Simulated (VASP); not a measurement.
A run of VASP 6.6.1 is set up as follows.

Contents of INCAR:

```
PREC = Accurate
ENCUT = 520
EDIFF = 1E-7
ISMEAR = 0
SIGMA = 0.05
LREAL = Auto
LASPH = True
NELM = 150
ALGO = Normal
ISIF = 2
LWAVE = False
LCHARG = False
ISPIN = 2
MAGMOM = 0 0 0 0 0 0 0 0 0 0 0 0 0 0 0 0 1
LORBIT = 11
LMAXMIX = 4
GGA = PE
NBANDS = 54
```

File KPOINTS:

```
Automatic mesh
0
Gamma
  2 2 2
```

The input POSCAR:

```
CoSi16
1.0
    0.0000000000      5.4300000000      5.4300000000
    5.4300000000      0.0000000000      5.4300000000
    5.4300000000      5.4300000000      0.0000000000
Si Co
16 1
Direct
    0.0000290020      0.0004947313     -0.0005063095
    0.1243038346      0.1247583719      0.1271463194
    0.0017839270      0.0011939784      0.4981890564
    0.1241967656      0.1246328821      0.6234952318
   -0.0001637341      0.5011404910     -0.0010708684
    0.1267594045      0.6249434776      0.1239874543
   -0.0000854289      0.5009202192      0.4997061204
    0.1240787342      0.6302935553      0.6226069605
    0.5008463621      0.0004085702     -0.0013606472
    0.6244110361      0.1272796224      0.1239743052
    0.5006570170      0.0005201908      0.4997045528
    0.6307716632      0.1241387184      0.6223679507
    0.4995230623      0.5000360157      0.0000611282
    0.6239972237      0.6246550568      0.1236959525
    0.5006804579      0.5005121641      0.4992276616
    0.6240338406      0.6246976372      0.6273320892
    0.2522196321      0.2520257175      0.7479012422
```

Potentials or basis: VASP PAW PBE potentials, release 64 (Si, Co).

Command:

```sh
$ cat potpaw_PBE.64/Si/POTCAR potpaw_PBE.64/Co/POTCAR > POTCAR
$ mpirun -np 1 vasp_std > vasp.out
```

(1) What does it give for the largest force?

(2) Estimate the pressure.

(3) What does it give for the net moment?

Answers

(1) 0.097 eV/Å.

(2) 1.9 GPa.

(3) 0.00 μB per cell.

Caveat: the k points lie up to 0.50 Å⁻¹ apart.
